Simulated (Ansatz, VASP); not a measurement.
## One calculation of PbF2, two programs

File INCAR:

```
SYSTEM = PbF2
PREC = Accurate ; ENCUT = 600
EDIFF = 1E-6 ; ISMEAR = -1
SIGMA = 0.05 ; LREAL = .False.
LASPH = .True. ; NELM = 80
ALGO = Normal ; ISIF = 3
LWAVE = .False. ; LCHARG = .False.
GGA = PS ; IVDW = 12
IBRION = 2 ; NSW = 60
EDIFFG = -0.01
```

KPOINTS

```
Automatic mesh
0
Gamma
  8 8 8
  0 0 0
```

File POSCAR:

```
PbF2
1.0
    0.0000000000      2.9636600000      2.9636600000
    2.9636600000      0.0000000000      2.9636600000
    2.9636600000      2.9636600000      0.0000000000
Pb F
1 2
Direct
    0.0000000000      0.0000000000      0.0000000000
    0.7500000000      0.7500000000      0.7500000000
    0.2500000000      0.2500000000      0.2500000000
```

Contents of input.yaml:

```yaml
crystal:
  lattice:
    - [0.0, 2.96366, 2.96366]
    - [2.96366, 0.0, 2.96366]
    - [2.96366, 2.96366, 0.0]
  atoms:
    - { symbol: Pb, position: [0.0, 0.0, 0.0] }
    - { symbol: F, position: [0.75, 0.75, 0.75] }
    - { symbol: F, position: [0.25, 0.25, 0.25] }
hamiltonian:
  xc: pbesol
  pseudopotentials: { kind: paw }
  dispersion: d3bj
kpoints:
  mp_grid: { grid: [8, 8, 8] }
scf:
  occupations: { method: fermi_dirac, width: 0.05 }
output:
  forces: true
  stress: true
  eigenvalues: true
relax:
  f_tol: 0.01
  max_steps: 40
  cell: { stress_tol: 0.05 }
```

Alike in both runs: task relaxation of cell and atoms; functional PBEsol; dispersion D3(BJ); k mesh 8 × 8 × 8; occupations fermi-dirac, width 0.05 eV; no spin polarisation.

|  | VASP | Ansatz |
| --- | --- | --- |
| version | VASP 6.6.1 | Ansatz 0.2.0 |
| potentials or method | VASP PAW PBE potentials, release 64 (Pb_d, F) | Ansatz PAW |
| plane-wave cutoff (eV) | 600 | 420 |
| valence electrons in the cell | 28 | 28 |

|  | VASP | Ansatz | Ansatz less VASP |
| --- | --- | --- | --- |
| gap on the k mesh at the Fermi level, each at its own relaxed structure (eV) | 4.29 | 4.30 | +0.006 |
| relaxed volume (Å³/atom) | 16.74 | 16.80 | +0.055 |
| relaxed length of the cell vector where the two differ most in proportion (Å) | 4.141 | 4.146 | +0.0045 |

VASP's potentials were made for PBE, not for PBEsol.

Spin-orbit coupling is off throughout. Noted on Ansatz's run: the plane-wave basis is chosen anew once the cell has moved, so the energies of steps on either side of that aren't comparable.
